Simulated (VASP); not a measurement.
The system is RbP2SF.

```
F P S Rb
1.0
     7.64028    0.00000    0.00000
     0.00000    6.27671    0.00000
    -1.50078    0.00000    4.94588
F P S Rb
2 4 2 2
Cartesian
  5.5363 1.5692 3.7965
  0.6032 4.7075 1.1494
  4.8230 0.2624 1.6376
  1.3165 3.4007 3.3083
  1.3165 6.0143 3.3083
  4.8230 2.8760 1.6376
  5.7105 1.5692 2.0792
  0.4290 4.7075 2.8666
  1.9511 1.5692 0.7691
  4.1884 4.7075 4.1768
```

Base run:

- Program: VASP 6.6.1
- Functional: PBE
- Potentials or basis: VASP PAW PBE potentials, release 64 (F, P, S, Rb_sv)
- Cutoff: 520 eV
- k mesh: 3 × 3 × 4
- Occupations: fermi-dirac, width 0.0207 eV
- Spin: no spin polarisation

Its results: band gap on the k mesh zero (bands 32 and 33 overlap by 0.02 eV); pressure 33.5 GPa; largest force 23.185 eV/Å.

After a change of settings the same cell gave: band gap on the k mesh zero (bands 32 and 33 overlap by 0.03 eV); pressure 31.6 GPa; largest force 23.053 eV/Å. Which change was it?
A. occupations from fermi-dirac, width 0.0207 eV to tetrahedron; further incar settings from ALGO = Normal; EDIFF = 1e-06; NBANDS = 43 to ALGO = Normal; EDIFF = 1e-07; NBANDS = 43
B. functional from PBE to PBEsol; further incar settings from ALGO = Normal; EDIFF = 1e-06; NBANDS = 43 to ALGO = Normal; EDIFF = 1e-06; NBANDS = 43; ISYM = 0
C. k mesh from 3 × 3 × 4, through Γ to 3 × 3 × 4, shifted

B.

Caveats: the cell stands under pressure; forces of over 1 eV/Å act on the atoms, so gaps and moduli don't describe the material at rest (at least some runs); the PAW data sets were made with another functional, which shifts forces and pressure a little (at least some runs).
